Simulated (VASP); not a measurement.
Crystal: LiNbO3.

```
Li Nb O
1.0
     2.56203    1.47919    4.51843
    -2.56203    1.47919    4.51843
     0.00000   -2.95838    4.51843
Li Nb O
2 2 6
Direct
  0.26107 0.26107 0.26107
  0.76107 0.76107 0.76107
  0.00136 0.00136 0.00136
  0.50136 0.50136 0.50136
  0.12239 0.37152 0.74338
  0.74338 0.12239 0.37152
  0.37152 0.74338 0.12239
  0.87152 0.62239 0.24338
  0.24338 0.87152 0.62239
  0.62239 0.24338 0.87152
```

| Property | Result |
| --- | --- |
| Program | VASP 6.6.1 |
| Task | relaxation of the atoms |
| Functional | LDA |
| Potentials or basis | VASP PAW LDA potentials, release 64 (Li_sv, Nb_sv, O) |
| Cutoff | 650 eV |
| k mesh | 6 × 6 × 6 |
| Occupations | gaussian, width 0.05 eV |
| Spin | no spin polarisation |

At the start: pressure -0.3 GPa; volume 10.27 Å³/atom.

Problem. How do energy, volume and symmetry change on relaxing?

Solution. Over 15 steps the energy falls by 18.9 meV/atom at a fixed cell; space group R3c (No. 161, to 0.1 Å) before and after.

Step by step:
```csv
step,energy change (eV),largest force (eV/Å),pressure (GPa)
1,0.0000,0.1853,-0.26
2,-0.0090,0.1730,-0.30
3,-0.0341,0.2064,-0.34
4,-0.0536,0.3752,-0.10
5,-0.0547,0.2822,-0.20
6,-0.0642,0.2897,-0.46
7,-0.0892,0.3046,-1.26
8,-0.1167,0.3180,-2.98
9,-0.1273,0.2925,-2.94
10,-0.1527,0.2934,-2.78
11,-0.1672,0.3671,-2.24
12,-0.1689,0.3465,-2.42
13,-0.1776,0.2397,-2.36
14,-0.1883,0.0739,-2.14
15,-0.1892,0.0084,-1.74
```

Final structure:
```
Li Nb O
1.0
     2.56203    1.47919    4.51843
    -2.56203    1.47919    4.51843
     0.00000   -2.95838    4.51843
Li Nb O
2 2 6
Direct
  0.28637 0.28637 0.28637
  0.78637 0.78637 0.78637
  0.00406 0.00406 0.00406
  0.50406 0.50406 0.50406
  0.11567 0.36874 0.72489
  0.72489 0.11567 0.36874
  0.36874 0.72489 0.11567
  0.86874 0.61567 0.22489
  0.22489 0.86874 0.61567
  0.61567 0.22489 0.86874
```
